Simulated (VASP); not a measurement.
# SnTe (Fm-3m) in VASP: a series of runs

The runs below take SnTe through single point, with PBE, RPBE, r2SCAN+rVV10.

All numbers are computed with VASP 6.6.1; they aren't measurements. Logs are shortened: lines on timing, memory, paths and dates and some standing lists are left out, and cuts for length are marked.

## (1) The cell of the first run

The structure is cubic, space group Fm-3m (No. 225). The conventional cell has a = 6.411 Å, b = 6.411 Å, c = 6.411 Å, α = 90.00°, β = 90.00°, γ = 90.00°. Sn (site symmetry m-3m) has 6 Te at 3.21 Å within 4.2 Å. Te (site symmetry m-3m) has 6 Sn at 3.21 Å within 4.2 Å.

## (2) Single point, PBE

INCAR reads:

```
PREC = Accurate
ENCUT = 520
EDIFF = 1E-6
ISMEAR = -1
SIGMA = 0.05
LREAL = F
LASPH = T
NELM = 80
ALGO = Normal
ISIF = 2
LWAVE = F
LCHARG = F
GGA = PE
NBANDS = 17
```

KPOINTS reads:

```
Automatic mesh
0
Gamma
  5 5 5
```

POSCAR reads:

```
SnTe
1.0
    0.0000000000      3.2053851201      3.2053851201
    3.2053851201      0.0000000000      3.2053851201
    3.2053851201      3.2053851201      0.0000000000
Sn Te
1 1
Direct
    0.0000000000      0.0000000000      0.0000000000
    0.5000000000      0.5000000000      0.5000000000
```

Potentials or basis: VASP PAW PBE potentials, release 64 (Sn_d, Te).

Run with:

```bash
$ cat potpaw_PBE.64/Sn_d/POTCAR potpaw_PBE.64/Te/POTCAR > POTCAR
$ mpirun -np 1 vasp_std > vasp.out
```

OUTCAR:

```text
PREC = Accurate
   ENCUT = 520
   EDIFF = 1E-6
   ISMEAR = -1
   LREAL = F
   LASPH = T
   NELM = 80
   ISIF = 2
   GGA = PE

 ion  position               nearest neighbor table
   1  0.000  0.000  0.000-   2 3.21   2 3.21   2 3.21   2 3.21   2 3.21   2 3.21
   2  0.500  0.500  0.500-   1 3.21   1 3.21   1 3.21   1 3.21   1 3.21   1 3.21

  LATTYP: Found a face centered cubic cell.
 ALAT       =     6.4107702402

  Lattice vectors:

 A1 = (   0.0000000000,   3.2053851201,   3.2053851201)
 A2 = (   3.2053851201,   0.0000000000,   3.2053851201)
 A3 = (   3.2053851201,   3.2053851201,   0.0000000000)

Analysis of symmetry for initial positions (statically):
=====================================================================
 Subroutine PRICEL returns:
 Original cell was already a primitive cell.

 Routine SETGRP: Setting up the symmetry group for a
 face centered cubic supercell.

 Subroutine GETGRP returns: Found 48 space group operations
 (whereof 48 operations were pure point group operations)
 out of a pool of 48 trial point group operations.

The static configuration has the point symmetry O_h .

Analysis of symmetry for dynamics (positions and initial velocities):
=====================================================================
 Subroutine PRICEL returns:
 Original cell was already a primitive cell.

 Routine SETGRP: Setting up the symmetry group for a
 face centered cubic supercell.

 Subroutine GETGRP returns: Found 48 space group operations
 (whereof 48 operations were pure point group operations)
 out of a pool of 48 trial point group operations.

The dynamic configuration has the point symmetry O_h .

 Subroutine INISYM returns: Found 48 space group operations
 (whereof 48 operations are pure point group operations),
 and found     1 'primitive' translations

----------------------------------------------------------------------------------------

                                     Primitive cell

  volume of cell :      65.8674

  direct lattice vectors                    reciprocal lattice vectors
     0.000000000  3.205385120  3.205385120    -0.155987496  0.155987496  0.155987496
     3.205385120  0.000000000  3.205385120     0.155987496 -0.155987496  0.155987496
     3.205385120  3.205385120  0.000000000     0.155987496  0.155987496 -0.155987496

  length of vectors
     4.533099109  4.533099109  4.533099109     0.270178269  0.270178269  0.270178269

  position of ions in fractional coordinates (direct lattice)
     0.000000000  0.000000000  0.000000000
     0.500000000  0.500000000  0.500000000

  ion indices of the primitive-cell ions
   primitive index   ion index
                 1           1
                 2           2

----------------------------------------------------------------------------------------

 KPOINTS: Automatic mesh

Automatic generation of k-mesh.
 Grid dimensions read from file:
 generate k-points for:    5    5    5

 Generating k-lattice:

  Cartesian coordinates                     Fractional coordinates (reciprocal lattice)
    -0.031197499  0.031197499  0.031197499     0.200000000  0.000000000  0.000000000
     0.031197499 -0.031197499  0.031197499     0.000000000  0.200000000  0.000000000
     0.031197499  0.031197499 -0.031197499     0.000000000  0.000000000  0.200000000

  Length of vectors
     0.054035654  0.054035654  0.054035654

  Shift w.r.t. Gamma in fractional coordinates (k-lattice)
     0.000000000  0.000000000  0.000000000

 Subroutine IBZKPT returns following result:
 ===========================================

 Found     10 irreducible k-points:

 Following reciprocal coordinates:
            Coordinates               Weight
  0.000000  0.000000  0.000000      1.000000
  0.200000  0.000000  0.000000      8.000000
  0.400000  0.000000  0.000000      8.000000
  0.200000  0.200000  0.000000      6.000000
  0.400000  0.200000  0.000000     24.000000
 -0.400000  0.200000  0.000000     24.000000
 -0.200000  0.200000  0.000000     12.000000
  0.400000  0.400000  0.000000      6.000000
 -0.400000  0.400000  0.000000     12.000000
 -0.400000  0.400000  0.200000     24.000000
   k-points           NKPTS =     10   k-points in BZ     NKDIM =     10   number of bands    NBANDS=     17
   number of dos      NEDOS =    301   number of ions     NIONS =      2
   total plane-waves  NPLWV =  46656
   dimension x,y,z NGX =    36 NGY =   36 NGZ =   36
   dimension x,y,z NGXF=    72 NGYF=   72 NGZF=   72
   ions per type =               1   1
   NGX,Y,Z   is equivalent  to a cutoff of  13.20, 13.20, 13.20 a.u.
   NGXF,Y,Z  is equivalent  to a cutoff of  26.41, 26.41, 26.41 a.u.
 SYSTEM =  unknown system
   PREC   = accura    normal or accurate (medium, high low for compatibility)
   ISTART =      0    job   : 0-new  1-cont  2-samecut
   ICHARG =      2    charge: 1-file 2-atom 10-const
   ISPIN  =      1    spin polarized calculation?
   LNONCOLLINEAR =      F non collinear calculations
   LSORBIT =      F    spin-orbit coupling
   LASPH  =      T    aspherical Exc in radial PAW
   ENCUT  =  520.0 eV  38.22 Ry    6.18 a.u.   8.43  8.43  8.43*2*pi/ulx,y,z
   NELM   =     80;   NELMIN=  2; NELMDL= -5     # of ELM steps
   EDIFF  = 0.1E-05   stopping-criterion for ELM
   LREAL  =      F    real-space projection
   EDIFFG = 0.1E-04   stopping-criterion for IOM
   NSW    =      0    number of steps for IOM
   IBRION =     -1    ionic relax: 0-MD 1-quasi-New 2-CG
   NFREE  =      0    steps in history (QN), initial steepest desc. (CG)
   ISIF   =      2    stress and relaxation
   ISYM   =      2    0-nonsym 1-usesym 2-fastsym
   POTIM  = 0.5000    time-step for ionic-motion
   TEBEG  =    0.0;   TEEND  =   0.0 temperature during run
   PSTRESS=    0.0 pullay stress
   NELECT =      20.0000    total number of electrons
   NUPDOWN=      -1.0000    fix difference up-down
   EMIN   =  10.00;   EMAX   =-10.00  energy-range for DOS
   EFERMI =   0.00;   METHOD = LEGACY
   ISMEAR =    -1;   SIGMA  =   0.05  broadening in eV -4-tet -1-fermi 0-gaus
   EFERMI_NEDOS =   21; number of points for ismear=-14 and -15
   IALGO  =     38    algorithm
   IMIX   =      4    mixing-type and parameters
     AMIX     =   0.40;   BMIX     =  1.00
     AMIX_MAG =   1.60;   BMIX_MAG =  1.00
  volume/ion in A,a.u.               =      32.93       222.25
  Fermi-wavevector in a.u.,A,eV,Ry     =   1.100343  2.079346 16.473308  1.210754
  Thomas-Fermi vector in A             =   2.236752
   LORBIT       =      0    0 simple, 1 ext, 2 COOP (PROOUT), +10 PAW based schemes
   GGA     = PE    functional components
   LHFCALC =     F    Hartree Fock is set to
   AEXX    =    0.0000 exact exchange contribution
   IVDW    =     0    specifies the selected vdW correction
   LEPSILON=     F    determine dielectric tensor
   LRPA    =     F    only Hartree local field effects (RPA)
 non-spin polarized calculation
  energy-cutoff  :      520.00
  volume of cell :       65.87
 maximum number of plane-waves:      1807
 NGX is ok and might be reduce to    36
   NGX = 17   NGY = 17   NGZ = 17

 number of electron      20.0000005 magnetization

 Free energy of the ion-electron system (eV)
  ---------------------------------------------------
  ext. energy  EPLUGINS =         0.00000000
  ---------------------------------------------------
  free energy    TOTEN  =        -7.56908615 eV

  energy without entropy =       -7.56905776  energy(sigma->0) =       -7.56907196

 E-fermi :   6.4016     XC(G=0):  -9.2697

 val. band max:        5.9366090371   @ k =  -0.2000   0.2000   0.0000
 cond. band min:       6.8629746358   @ k =   0.4000   0.0000   0.0000
 fundamental gap:      0.9263655987
 Fermi energy:         6.4016219536

 k-point     1 :       0.0000    0.0000    0.0000
  band No.  band energies     occupation
      1     -15.5702      2.00000
      2     -15.5702      2.00000
      3     -15.5667      2.00000
      4     -15.5667      2.00000
      5     -15.5667      2.00000
      6      -6.1106      2.00000
[... 9 lines left out ...]
     16      11.1670      0.00000
     17      13.1461      0.00000

 k-point     2 :       0.2000    0.0000    0.0000
  band No.  band energies     occupation
      1     -15.5714      2.00000
      2     -15.5714      2.00000
      3     -15.5662      2.00000
      4     -15.5649      2.00000
      5     -15.5649      2.00000
      6      -5.8079      2.00000
[... 9 lines left out ...]
     16      11.9250      0.00000
     17      15.1214      0.00000

 k-point     3 :       0.4000    0.0000    0.0000
  band No.  band energies     occupation
      1     -15.5738      2.00000
      2     -15.5738      2.00000
      3     -15.5654      2.00000
      4     -15.5616      2.00000
      5     -15.5616      2.00000
      6      -5.1237      2.00000
[... 9 lines left out ...]
     16      13.9699      0.00000
     17      16.0406      0.00000

 k-point     4 :       0.2000    0.2000    0.0000
  band No.  band energies     occupation
      1     -15.5742      2.00000
      2     -15.5689      2.00000
      3     -15.5677      2.00000
      4     -15.5638      2.00000
      5     -15.5638      2.00000
      6      -5.7115      2.00000
[... 9 lines left out ...]
     16      13.0290      0.00000
     17      13.5922      0.00000

 k-point     5 :       0.4000    0.2000    0.0000
  band No.  band energies     occupation
      1     -15.5769      2.00000
      2     -15.5700      2.00000
      3     -15.5669      2.00000
      4     -15.5618      2.00000
      5     -15.5607      2.00000
      6      -5.1517      2.00000
[... 9 lines left out ...]
     16      14.9564      0.00000
     17      15.7477      0.00000

 k-point     6 :      -0.4000    0.2000    0.0000
  band No.  band energies     occupation
      1     -15.5760      2.00000
      2     -15.5724      2.00000
      3     -15.5642      2.00000
      4     -15.5621      2.00000
      5     -15.5608      2.00000
      6      -4.8360      2.00000
[... 9 lines left out ...]
     16      13.9535      0.00000
     17      16.5817      0.00000

 k-point     7 :      -0.2000    0.2000    0.0000
  band No.  band energies     occupation
      1     -15.5730      2.00000
      2     -15.5726      2.00000
      3     -15.5653      2.00000
      4     -15.5636      2.00000
      5     -15.5624      2.00000
      6      -5.3666      2.00000
[... 9 lines left out ...]
     16      14.2959      0.00000
     17      14.7409      0.00000

 k-point     8 :       0.4000    0.4000    0.0000
  band No.  band energies     occupation
      1     -15.5817      2.00000
      2     -15.5693      2.00000
      3     -15.5667      2.00000
      4     -15.5589      2.00000
      5     -15.5589      2.00000
      6      -4.8780      2.00000
[... 9 lines left out ...]
     16      15.7478      0.00000
     17      16.7859      0.00000

 k-point     9 :      -0.4000    0.4000    0.0000
  band No.  band energies     occupation
      1     -15.5809      2.00000
      2     -15.5683      2.00000
      3     -15.5676      2.00000
      4     -15.5595      2.00000
      5     -15.5588      2.00000
      6      -4.6658      2.00000
[... 9 lines left out ...]
     16      15.2295      0.00000
     17      16.8914      0.00000

 k-point    10 :      -0.4000    0.4000    0.2000
  band No.  band energies     occupation
      1     -15.5784      2.00000
      2     -15.5702      2.00000
      3     -15.5656      2.00000
      4     -15.5620      2.00000
      5     -15.5590      2.00000
      6      -4.7395      2.00000
[... 9 lines left out ...]
     16      15.8093      0.00000
     17      15.8688      0.00000

------------------------ aborting loop because EDIFF is reached ----------------------------------------

  FORCE on cell =-STRESS in cart. coord.  units (eV):
  Direction    XX          YY          ZZ          XY          YZ          ZX
  --------------------------------------------------------------------------------------
  -------------------------------------------------------------------------------------
  Total       -0.0473399     -0.0473399     -0.0473399     -0.0000000      0.0000000      0.0000000
  in kB       -1.1515081     -1.1515081     -1.1515081     -0.0000000      0.0000000      0.0000000
  external PRESSURE =      -1.1515081 kB  Pullay stress =       0.0000000 kB

 VOLUME and BASIS-vectors are now :
 -----------------------------------------------------------------------------
  energy-cutoff  :      520.00
  volume of cell :       65.87
      direct lattice vectors                 reciprocal lattice vectors
     0.000000000  3.205385120  3.205385120    -0.155987496  0.155987496  0.155987496
     3.205385120  0.000000000  3.205385120     0.155987496 -0.155987496  0.155987496
     3.205385120  3.205385120  0.000000000     0.155987496  0.155987496 -0.155987496

 POSITION                                       TOTAL-FORCE (eV/Angst)
 -----------------------------------------------------------------------------------
      0.00000      0.00000      0.00000         0.000000      0.000000      0.000000
      3.20539      3.20539      3.20539        -0.000000     -0.000000     -0.000000
 -----------------------------------------------------------------------------------
    total drift:                               -0.000000      0.000000      0.000000

  FREE ENERGIE OF THE ION-ELECTRON SYSTEM (eV)
  ---------------------------------------------------
  free  energy   TOTEN  =        -7.5690861478 eV

  energy  without entropy=       -7.5690577642  energy(sigma->0) =       -7.56907196
```

It took 12 s on 1 thread of AMD EPYC 7R43 (Zen 3), shared host; peak memory 0.18 GiB.

Results:

- Free energy: -7.5691 eV
- Pressure: -0.1 GPa

Levels at points of the mesh, in eV from the Fermi level:
| k point | band 8 | band 9 | band 10 | band 11 | band 12 | band 13 |
| --- | --- | --- | --- | --- | --- | --- |
| (0.00, 0.00, 0.00) | -2.08 | -2.08 | -2.08 | 3.16 | 3.16 | 3.16 |

Caveat: this odd mesh misses L, so gap, dielectric constants and Born charges aren't listed; spin-orbit coupling is left out, which moves the levels of the heavy elements.

(Continued in part 2 of 2.)
